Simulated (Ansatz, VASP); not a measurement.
One calculation of EuNi3, two programs

File INCAR:

```
PREC = Accurate ; ENCUT = 520
EDIFF = 1E-6 ; ISMEAR = 0
SIGMA = 0.05 ; LREAL = False
LASPH = True ; NELM = 150
ALGO = Normal ; ISIF = 2
LWAVE = False ; LCHARG = False
ISPIN = 2 ; MAGMOM = 7.49 -0.46 -0.46 -0.46
LORBIT = 11 ; LMAXMIX = 6
LDAU = True ; LDAUTYPE = 2
LDAUL = 3 -1 ; LDAUU = 6 0
LDAUJ = 0 0 ; LDAUPRINT = 1
GGA = PE ; NBANDS = 36
```

Contents of KPOINTS:

```
Automatic mesh
0
Gamma
  8 8 8
```

POSCAR

```
EuNi3
1.0
    4.0473410739      0.0000000000      0.0000000000
    0.0000000000      4.0473410739      0.0000000000
    0.0000000000      0.0000000000      4.0473410739
Eu Ni
1 3
Direct
    0.0000000000      0.0000000000      0.0000000000
    0.0000000000      0.5000000000      0.5000000000
    0.5000000000      0.5000000000      0.0000000000
    0.5000000000      0.0000000000      0.5000000000
```

Input for Ansatz:

```yaml
crystal:
  lattice:
    - [4.0473410739, 0.0, 0.0]
    - [0.0, 4.0473410739, 0.0]
    - [0.0, 0.0, 4.0473410739]
  atoms:
    - { symbol: Eu, position: [0.0, 0.0, 0.0], spin: 7.47 }
    - { symbol: Ni, position: [0.0, 0.5, 0.5], spin: -0.46 }
    - { symbol: Ni, position: [0.5, 0.5, 0.0], spin: -0.46 }
    - { symbol: Ni, position: [0.5, 0.0, 0.5], spin: -0.46 }
basis:
  ecutwfc: 420
  ecutrho_ratio: 4
kpoints:
  mp_grid: { grid: [8, 8, 8] }
hamiltonian:
  xc: pbe
  hubbard:
    sites:
      - { species: Eu, l: f, u_eff: 6.0, starting_ns: start.occupation_matrices }
    ns_hold: { iters: 6 }
scf:
  occupations: { method: gaussian, width: 0.05 }
  lower_state_search: "off"
output:
  forces: true
  stress: true
  eigenvalues: true
  populations: true
  hubbard: { sites: [{ species: Eu, l: f }] }
magnetization:
  spin_polarized: true
```

Alike in both runs: task single point; functional PBE; k mesh 8 × 8 × 8; occupations gaussian, width 0.05 eV; collinear spin; Hubbard terms Eu f U = 6.0 eV.

```csv
,VASP,Ansatz
version,VASP 6.6.1,Ansatz 0.2.0
potentials or method,"VASP PAW PBE potentials, release 64 (Eu, Ni), cutoff 520 eV","scalar-relativistic, plane waves, PAW"
valence electrons in the cell,47,71
```

VASP gave:

| Item | Value |
| --- | --- |
| gap on the k mesh at the Fermi level (eV) | none |
| pressure (GPa) | -5.3 |
| net moment per atom (μB) | 1.48 |
| size of the moment on the site where the two differ most (μB) | 6.68 |

Task: Which values does Ansatz return?

Result: gap on the k mesh at the Fermi level (eV): none; pressure (GPa): -5.0; net moment per atom (μB): 1.48; size of the moment on the site where the two differ most (μB): 6.81.

Site moments also hang on the region over which each program counts them. The programs project onto different local orbitals, so the same U acts differently, and such runs can settle in different states. A gap of «none» marks a metal or a gap that the smearing closes. VASP's potentials hold 47 valence electrons a cell and Ansatz's 71, so a difference there can come from the potentials and not from the codes. Ansatz's warnings: filled band counts differ across k points.

Spin-orbit coupling is off throughout.
